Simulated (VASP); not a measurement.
# TaF (Fm-3m) in VASP: a series of runs

The runs below take TaF through single point, with PBE.

Everything below comes from runs of VASP 6.6.1. Logs are shortened: lines on timing, memory, paths and dates and some standing lists are left out, and cuts for length are marked.

## Step 1: The cell of the first run

It takes space group Fm-3m (No. 225, cubic). The conventional cell has a = 4.802 Å, b = 4.802 Å, c = 4.802 Å, α = 90.00°, β = 90.00°, γ = 90.00°. Within 3.2 Å of Ta (site symmetry m-3m) lie 6 F at 2.40 Å. Within 3.2 Å of F (site symmetry m-3m) lie 6 Ta at 2.40 Å.

## Step 2: Single point, PBE

Input file INCAR:

```
SYSTEM = TaF
  PREC = Accurate
  ENCUT = 600
  EDIFF = 1E-6
  ISMEAR = 0
  SIGMA = 0.2
  LREAL = .False.
  LASPH = .True.
  NELM = 120
  ALGO = Normal
  ISIF = 2
  LWAVE = .False.
  LCHARG = .True.
  GGA = PE
  LELF = .True.
  LVHAR = .True.
  NBANDS = 16
  GGA_COMPAT = .False.
```

Input file KPOINTS:

```
Automatic mesh
0
Gamma
  7 7 7
  0 0 0
```

Input file POSCAR:

```
TaF
1.0
    0.0000000000      2.4009180272      2.4009180272
    2.4009180272      0.0000000000      2.4009180272
    2.4009180272      2.4009180272      0.0000000000
Ta F
1 1
Direct
    0.0000000000      0.0000000000      0.0000000000
    0.5000000000      0.5000000000      0.5000000000
```

Potentials or basis: VASP PAW PBE potentials, release 64 (Ta_pv, F).

Run with:

```console
cat potpaw_PBE.64/Ta_pv/POTCAR potpaw_PBE.64/F/POTCAR > POTCAR
mpirun -np 1 vasp_std > vasp.out
```

OUTCAR:

```text
SYSTEM = TaF
   PREC = Accurate
   ENCUT = 600
   EDIFF = 1E-6
   ISMEAR = 0
   LREAL = .False.
   LASPH = .True.
   NELM = 120
   ISIF = 2
   GGA = PE

 ion  position               nearest neighbor table
   1  0.000  0.000  0.000-   2 2.40   2 2.40   2 2.40   2 2.40   2 2.40   2 2.40
   2  0.500  0.500  0.500-   1 2.40   1 2.40   1 2.40   1 2.40   1 2.40   1 2.40

  LATTYP: Found a face centered cubic cell.
 ALAT       =     4.8018360544

  Lattice vectors:

 A1 = (   0.0000000000,   2.4009180272,   2.4009180272)
 A2 = (   2.4009180272,   0.0000000000,   2.4009180272)
 A3 = (   2.4009180272,   2.4009180272,   0.0000000000)

Analysis of symmetry for initial positions (statically):
=====================================================================
 Subroutine PRICEL returns:
 Original cell was already a primitive cell.

 Routine SETGRP: Setting up the symmetry group for a
 face centered cubic supercell.

 Subroutine GETGRP returns: Found 48 space group operations
 (whereof 48 operations were pure point group operations)
 out of a pool of 48 trial point group operations.

The static configuration has the point symmetry O_h .

Analysis of symmetry for dynamics (positions and initial velocities):
=====================================================================
 Subroutine PRICEL returns:
 Original cell was already a primitive cell.

 Routine SETGRP: Setting up the symmetry group for a
 face centered cubic supercell.

 Subroutine GETGRP returns: Found 48 space group operations
 (whereof 48 operations were pure point group operations)
 out of a pool of 48 trial point group operations.

The dynamic configuration has the point symmetry O_h .

 Subroutine INISYM returns: Found 48 space group operations
 (whereof 48 operations are pure point group operations),
 and found     1 'primitive' translations

----------------------------------------------------------------------------------------

                                     Primitive cell

  volume of cell :      27.6797

  direct lattice vectors                    reciprocal lattice vectors
     0.000000000  2.400918027  2.400918027    -0.208253674  0.208253674  0.208253674
     2.400918027  0.000000000  2.400918027     0.208253674 -0.208253674  0.208253674
     2.400918027  2.400918027  0.000000000     0.208253674  0.208253674 -0.208253674

  length of vectors
     3.395410836  3.395410836  3.395410836     0.360705944  0.360705944  0.360705944

  position of ions in fractional coordinates (direct lattice)
     0.000000000  0.000000000  0.000000000
     0.500000000  0.500000000  0.500000000

  ion indices of the primitive-cell ions
   primitive index   ion index
                 1           1
                 2           2

----------------------------------------------------------------------------------------

 KPOINTS: Automatic mesh

Automatic generation of k-mesh.
 Grid dimensions read from file:
 generate k-points for:    7    7    7

 Generating k-lattice:

  Cartesian coordinates                     Fractional coordinates (reciprocal lattice)
    -0.029750525  0.029750525  0.029750525     0.142857143  0.000000000  0.000000000
     0.029750525 -0.029750525  0.029750525     0.000000000  0.142857143  0.000000000
     0.029750525  0.029750525 -0.029750525     0.000000000  0.000000000  0.142857143

  Length of vectors
     0.051529421  0.051529421  0.051529421

  Shift w.r.t. Gamma in fractional coordinates (k-lattice)
     0.000000000  0.000000000  0.000000000

 Subroutine IBZKPT returns following result:
 ===========================================

 Found     20 irreducible k-points:

 Following reciprocal coordinates:
            Coordinates               Weight
  0.000000  0.000000  0.000000      1.000000
  0.142857  0.000000  0.000000      8.000000
  0.285714  0.000000  0.000000      8.000000
  0.428571  0.000000  0.000000      8.000000
  0.142857  0.142857  0.000000      6.000000
  0.285714  0.142857  0.000000     24.000000
[... 12 lines left out ...]
 -0.428571  0.428571  0.142857     24.000000
 -0.285714  0.428571  0.142857     24.000000
   k-points           NKPTS =     20   k-points in BZ     NKDIM =     20   number of bands    NBANDS=     16
   number of dos      NEDOS =    301   number of ions     NIONS =      2
   total plane-waves  NPLWV =  21952
   dimension x,y,z NGX =    28 NGY =   28 NGZ =   28
   dimension x,y,z NGXF=    56 NGYF=   56 NGZF=   56
   ions per type =               1   1
   NGX,Y,Z   is equivalent  to a cutoff of  13.71, 13.71, 13.71 a.u.
   NGXF,Y,Z  is equivalent  to a cutoff of  27.42, 27.42, 27.42 a.u.
 SYSTEM =  TaF
   PREC   = accura    normal or accurate (medium, high low for compatibility)
   ISTART =      0    job   : 0-new  1-cont  2-samecut
   ICHARG =      2    charge: 1-file 2-atom 10-const
   ISPIN  =      1    spin polarized calculation?
   LNONCOLLINEAR =      F non collinear calculations
   LSORBIT =      F    spin-orbit coupling
   LASPH  =      T    aspherical Exc in radial PAW
   ENCUT  =  600.0 eV  44.10 Ry    6.64 a.u.   6.78  6.78  6.78*2*pi/ulx,y,z
   NELM   =    120;   NELMIN=  2; NELMDL= -5     # of ELM steps
   EDIFF  = 0.1E-05   stopping-criterion for ELM
   LREAL  =      F    real-space projection
   EDIFFG = 0.1E-04   stopping-criterion for IOM
   NSW    =      0    number of steps for IOM
   IBRION =     -1    ionic relax: 0-MD 1-quasi-New 2-CG
   NFREE  =      0    steps in history (QN), initial steepest desc. (CG)
   ISIF   =      2    stress and relaxation
   ISYM   =      2    0-nonsym 1-usesym 2-fastsym
   POTIM  = 0.5000    time-step for ionic-motion
   TEBEG  =    0.0;   TEEND  =   0.0 temperature during run
   PSTRESS=    0.0 pullay stress
   NELECT =      18.0000    total number of electrons
   NUPDOWN=      -1.0000    fix difference up-down
   EMIN   =  10.00;   EMAX   =-10.00  energy-range for DOS
   EFERMI =   0.00;   METHOD = LEGACY
   ISMEAR =     0;   SIGMA  =   0.20  broadening in eV -4-tet -1-fermi 0-gaus
   EFERMI_NEDOS =   21; number of points for ismear=-14 and -15
   IALGO  =     38    algorithm
   IMIX   =      4    mixing-type and parameters
     AMIX     =   0.40;   BMIX     =  1.00
     AMIX_MAG =   1.60;   BMIX_MAG =  1.00
  volume/ion in A,a.u.               =      13.84        93.40
  Fermi-wavevector in a.u.,A,eV,Ry     =   1.418333  2.680262 27.370428  2.011670
  Thomas-Fermi vector in A             =   2.539470
   LORBIT       =      0    0 simple, 1 ext, 2 COOP (PROOUT), +10 PAW based schemes
   GGA     = PE    functional components
   LHFCALC =     F    Hartree Fock is set to
   AEXX    =    0.0000 exact exchange contribution
   IVDW    =     0    specifies the selected vdW correction
   LEPSILON=     F    determine dielectric tensor
   LRPA    =     F    only Hartree local field effects (RPA)
 non-spin polarized calculation
 Gauss-broadening in eV      SIGMA  =   0.20
  energy-cutoff  :      600.00
  volume of cell :       27.68
 maximum number of plane-waves:       941
   NGX = 13   NGY = 13   NGZ = 13

 number of electron      17.9999996 magnetization

 Free energy of the ion-electron system (eV)
  ---------------------------------------------------
  ext. energy  EPLUGINS =         0.00000000
  ---------------------------------------------------
  free energy    TOTEN  =       -13.54543348 eV

  energy without entropy =      -13.50781874  energy(sigma->0) =      -13.52662611

 E-fermi :   6.3375     XC(G=0): -11.9586

 val. band max:        6.3075015395   @ k =  -0.4286   0.4286   0.1429
 cond. band min:       6.3538833702   @ k =   0.2857   0.0000   0.0000
 fundamental gap:      0.0463818307
 Fermi energy:         6.3374856150

 k-point     1 :       0.0000    0.0000    0.0000
  band No.  band energies     occupation
      1     -29.5323      2.00000
      2     -29.5323      2.00000
      3     -29.5323      2.00000
      4     -20.6716      2.00000
      5      -1.6656      2.00000
      6      -1.6656      2.00000
[... 8 lines left out ...]
     15      18.5747      0.00000
     16      26.7197      0.00000

 k-point     2 :       0.1429    0.0000    0.0000
  band No.  band energies     occupation
      1     -29.5996      2.00000
      2     -29.5386      2.00000
      3     -29.5386      2.00000
      4     -20.5886      2.00000
      5      -2.2812      2.00000
      6      -1.8773      2.00000
[... 8 lines left out ...]
     15      18.5738      0.00000
     16      22.4429      0.00000

 k-point     3 :       0.2857    0.0000    0.0000
  band No.  band energies     occupation
      1     -29.7464      2.00000
      2     -29.5529      2.00000
      3     -29.5529      2.00000
      4     -20.4066      2.00000
      5      -3.2321      2.00000
      6      -2.3037      2.00000
[... 8 lines left out ...]
     15      18.5760      0.00000
     16      20.4149      0.00000

 k-point     4 :       0.4286    0.0000    0.0000
  band No.  band energies     occupation
      1     -29.8600      2.00000
      2     -29.5643      2.00000
      3     -29.5643      2.00000
      4     -20.2648      2.00000
      5      -3.8218      2.00000
      6      -2.6077      2.00000
[... 8 lines left out ...]
     15      17.7757      0.00000
     16      17.7757      0.00000

 k-point     5 :       0.1429    0.1429    0.0000
  band No.  band energies     occupation
      1     -29.5965      2.00000
      2     -29.5520      2.00000
      3     -29.5520      2.00000
      4     -20.5753      2.00000
      5      -2.5457      2.00000
      6      -1.7746      2.00000
[... 8 lines left out ...]
     15      18.5732      0.00000
     16      22.7242      0.00000

 k-point     6 :       0.2857    0.1429    0.0000
  band No.  band energies     occupation
      1     -29.7010      2.00000
      2     -29.5707      2.00000
      3     -29.5660      2.00000
      4     -20.4592      2.00000
      5      -3.0848      2.00000
      6      -2.1308      2.00000
[... 8 lines left out ...]
     15      18.5728      0.00000
     16      19.2786      0.00000

 k-point     7 :       0.4286    0.1429    0.0000
  band No.  band energies     occupation
      1     -29.8131      2.00000
      2     -29.5881      2.00000
      3     -29.5805      2.00000
      4     -20.3314      2.00000
      5      -3.4900      2.00000
      6      -2.5483      2.00000
[... 8 lines left out ...]
     15      17.9331      0.00000
     16      18.2582      0.00000

 k-point     8 :      -0.4286    0.1429    0.0000
  band No.  band energies     occupation
      1     -29.8467      2.00000
      2     -29.6060      2.00000
      3     -29.5742      2.00000
      4     -20.2847      2.00000
      5      -3.6502      2.00000
      6      -2.6009      2.00000
[... 8 lines left out ...]
     15      16.7552      0.00000
     16      17.7802      0.00000

 k-point     9 :      -0.2857    0.1429    0.0000
  band No.  band energies     occupation
      1     -29.7816      2.00000
      2     -29.6031      2.00000
      3     -29.5565      2.00000
      4     -20.3521      2.00000
      5      -3.4401      2.00000
      6      -2.5345      2.00000
[... 8 lines left out ...]
     15      17.5191      0.00000
     16      18.5784      0.00000
[... 96 lines left out ...]
 k-point    15 :       0.4286    0.4286    0.0000
  band No.  band energies     occupation
      1     -29.7859      2.00000
      2     -29.6319      2.00000
      3     -29.6319      2.00000
      4     -20.4977      2.00000
      5      -2.7613      2.00000
      6      -1.9555      2.00000
[... 8 lines left out ...]
     15      17.2742      0.00000
     16      17.2742      0.00000

 k-point    16 :      -0.4286    0.4286    0.0000
  band No.  band energies     occupation
      1     -29.7792      2.00000
      2     -29.6680      2.00000
      3     -29.6284      2.00000
      4     -20.4717      2.00000
      5      -2.6271      2.00000
      6      -2.2842      2.00000
[... 8 lines left out ...]
     15      16.3065      0.00000
     16      17.1917      0.00000

 k-point    17 :       0.4286    0.2857    0.1429
  band No.  band energies     occupation
      1     -29.7541      2.00000
      2     -29.6223      2.00000
      3     -29.5772      2.00000
      4     -20.3980      2.00000
      5      -3.2483      2.00000
      6      -2.3889      2.00000
[... 8 lines left out ...]
     15      17.3616      0.00000
     16      18.5784      0.00000

 k-point    18 :      -0.4286    0.2857    0.1429
  band No.  band energies     occupation
      1     -29.7938      2.00000
      2     -29.6547      2.00000
      3     -29.5973      2.00000
      4     -20.3507      2.00000
      5      -3.2548      2.00000
      6      -2.5540      2.00000
[... 8 lines left out ...]
     15      15.9963      0.00000
     16      18.0980      0.00000

 k-point    19 :      -0.4286    0.4286    0.1429
  band No.  band energies     occupation
      1     -29.7689      2.00000
      2     -29.6612      2.00000
      3     -29.6370      2.00000
      4     -20.4341      2.00000
      5      -2.7818      2.00000
      6      -2.4153      2.00000
[... 8 lines left out ...]
     15      16.0440      0.00000
     16      17.4514      0.00000

 k-point    20 :      -0.2857    0.4286    0.1429
  band No.  band energies     occupation
      1     -29.7269      2.00000
      2     -29.7266      2.00000
      3     -29.6306      2.00000
      4     -20.3963      2.00000
      5      -2.8582      2.00000
      6      -2.5022      2.00000
[... 8 lines left out ...]
     15      14.3327      0.00000
     16      17.4588      0.00000

------------------------ aborting loop because EDIFF is reached ----------------------------------------

  FORCE on cell =-STRESS in cart. coord.  units (eV):
  Direction    XX          YY          ZZ          XY          YZ          ZX
  --------------------------------------------------------------------------------------
  -------------------------------------------------------------------------------------
  Total        0.0031010      0.0031010      0.0031010      0.0000000     -0.0000000      0.0000000
  in kB        0.1794914      0.1794914      0.1794914      0.0000000     -0.0000000      0.0000000
  external PRESSURE =       0.1794914 kB  Pullay stress =       0.0000000 kB

 VOLUME and BASIS-vectors are now :
 -----------------------------------------------------------------------------
  energy-cutoff  :      600.00
  volume of cell :       27.68
      direct lattice vectors                 reciprocal lattice vectors
     0.000000000  2.400918027  2.400918027    -0.208253674  0.208253674  0.208253674
     2.400918027  0.000000000  2.400918027     0.208253674 -0.208253674  0.208253674
     2.400918027  2.400918027  0.000000000     0.208253674  0.208253674 -0.208253674

 POSITION                                       TOTAL-FORCE (eV/Angst)
 -----------------------------------------------------------------------------------
      0.00000      0.00000      0.00000        -0.000000     -0.000000     -0.000000
      2.40092      2.40092      2.40092         0.000000      0.000000      0.000000
 -----------------------------------------------------------------------------------
    total drift:                                0.000000      0.000000      0.000000

  FREE ENERGIE OF THE ION-ELECTRON SYSTEM (eV)
  ---------------------------------------------------
  free  energy   TOTEN  =       -13.5454334849 eV

  energy  without entropy=      -13.5078187447  energy(sigma->0) =      -13.52662611
```

It took 11 s on 1 thread of Intel Xeon Platinum 8375C at 2.90GHz (Ice Lake), shared host; peak memory 0.16 GiB.

What came out:

```
Free energy            : -13.5454 eV
Pressure               : 0.0 GPa
Band gap on the k mesh : zero (bands 9 and 10 overlap by 1.88 eV)
```

Caveat: spin-orbit coupling is left out, which moves the levels of the heavy elements.

## Step 3: Single point, PBE

This run uses another cell than the first one, of 13.79 Å³/atom.

Input file INCAR:

```
ALGO = Normal
EDIFF = 1E-6
ENCUT = 600
GGA = PE
GGA_COMPAT = False
ISIF = 2
ISMEAR = 0
LASPH = True
LCHARG = True
LELF = True
LREAL = False
LVHAR = True
LWAVE = False
NBANDS = 16
NELM = 120
PREC = Accurate
SIGMA = 0.2
```

Input file KPOINTS:

```
k-points
0
Gamma
  7 7 7
```

Input file POSCAR:

```
TaF
1.0
    0.0000000000      2.3983042182      2.3983042182
    2.3983042182      0.0000000000      2.3983042182
    2.3983042182      2.3983042182      0.0000000000
Ta F
1 1
Direct
    0.0000000000      0.0000000000      0.0000000000
    0.5000000000      0.5000000000      0.5000000000
```

Potentials or basis: VASP PAW PBE potentials, release 64 (Ta_pv, F).

Run with:

```console
cat potpaw_PBE.64/Ta_pv/POTCAR potpaw_PBE.64/F/POTCAR > POTCAR
mpirun -np 1 vasp_std > vasp.out
```

Wall time 11 s (1 thread of Intel Xeon Platinum 8375C at 2.90GHz (Ice Lake), shared host); peak memory 0.16 GiB.

The run converged. Its results:

```
Free energy            : -13.5450 eV
Pressure               : 0.5 GPa
Band gap on the k mesh : zero (bands 9 and 10 overlap by 1.89 eV)
```

Levels at points of the mesh, in eV from the Fermi level:
```tsv
k point	band 5	band 6	band 7	band 8	band 9	band 10	band 11	band 12	band 13	band 14
(0.00, 0.00, 0.00)	-8.03	-8.03	-8.03	-4.51	-1.15	-1.15	-1.15	0.43	0.43	9.51
```

Caveat: spin-orbit coupling is left out, which moves the levels of the heavy elements.

## Step 4: Single point, PBE

This run uses another cell than the first one, of 13.90 Å³/atom.

Input file INCAR:

```
PREC = Accurate
ENCUT = 600
EDIFF = 1E-6
ISMEAR = 0
SIGMA = 0.2
LREAL = F
LASPH = T
NELM = 120
ALGO = Normal
ISIF = 2
LWAVE = F
LCHARG = T
GGA = PE
LELF = T
LVHAR = T
NBANDS = 16
GGA_COMPAT = F
```

Input file KPOINTS:

```
Automatic mesh
0
Gamma
  7 7 7
```

Input file POSCAR:

```
TaF
1.0
    0.0000000000      2.4042731221      2.4042731221
    2.4042731221      0.0000000000      2.4042731221
    2.4042731221      2.4042731221      0.0000000000
Ta F
1 1
Direct
    0.5000000000      0.5000000000      0.5000000000
    0.0000000000      0.0000000000      0.0000000000
```

Run with:

```console
cat potpaw_PBE.64/Ta_pv/POTCAR potpaw_PBE.64/F/POTCAR > POTCAR
mpirun -np 1 vasp_std > vasp.out
```

Run time: 11 s. Hardware: 1 thread of Intel Xeon Platinum 8375C at 2.90GHz (Ice Lake), shared host; peak memory 0.16 GiB.

It converged, with:

```
Free energy            : -13.5454 eV
Pressure               : -0.6 GPa
Band gap on the k mesh : zero (bands 9 and 10 overlap by 1.86 eV)
```

Levels at points of the mesh, in eV from the Fermi level:
```
           k point  band 5  band 6  band 7  band 8  band 9  band 10  band 11  band 12  band 13  band 14
(0.00, 0.00, 0.00)   -7.97   -7.97   -7.97   -4.51   -1.13    -1.13    -1.13     0.43     0.43     9.51
```

Caveat: spin-orbit coupling is left out, which moves the levels of the heavy elements.

## Step 5: Summary

| cell | gap on the mesh (eV) | pressure (GPa) |
| --- | --- | --- |
| a = 3.395 Å, angles 60.0°, 2 atoms | none | 0.0 |
| a = 3.392 Å, angles 60.0°, 2 atoms | none | 0.5 |
| a = 3.400 Å, angles 60.0°, 2 atoms | none | -0.6 |

Alike in all rows: task single point; level PBE; potentials or basis VASP PAW PBE potentials, release 64 (Ta_pv, F); no spin polarisation; k mesh 7 × 7 × 7; cutoff (eV) 600; smearing gaussian 0.2 eV.

Caveats: spin-orbit coupling is left out, which moves the levels of the heavy elements.

Total energies depend on the potentials used, so only differences within one code and one set of settings carry meaning.

The gap in the log of VASP goes by the Fermi energy; the results here count the filled bands.